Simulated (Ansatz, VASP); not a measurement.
## Mg2Si: VASP beside Ansatz

```xyz
3
Lattice="0.0000 3.2444 3.2444 3.2444 0.0000 3.2444 3.2444 3.2444 0.0000" Properties=species:S:1:pos:R:3 pbc="T T T"
Mg    1.6222    1.6222    1.6222
Mg    4.8666    4.8666    4.8666
Si    0.0000    0.0000    0.0000
```

Alike in both runs: task single point; functional PBE; k mesh 6 × 6 × 6; no spin polarisation.

|  | VASP | Ansatz |
| --- | --- | --- |
| version | VASP 6.6.1 | Ansatz 0.2.0 |
| potentials or method | VASP PAW PBE potentials, release 64 (Mg, Si) | plane waves, PAW |
| plane-wave cutoff (eV) | 600 | 420 |
| occupations | gaussian, width 0.01 eV | fixed |
| valence electrons in the cell | 8 | 24 |

Ansatz gave:

| Quantity | Value |
| --- | --- |
| gap on the k mesh at the Fermi level (eV) | 0.27 |
| pressure (GPa) | -2.8 |

Question: What did VASP give for the same quantities?

Answer: gap on the k mesh at the Fermi level (eV): 0.27; pressure (GPa): -2.9.

VASP's potentials hold 8 valence electrons a cell and Ansatz's 24, so a difference there can come from the potentials and not from the codes.
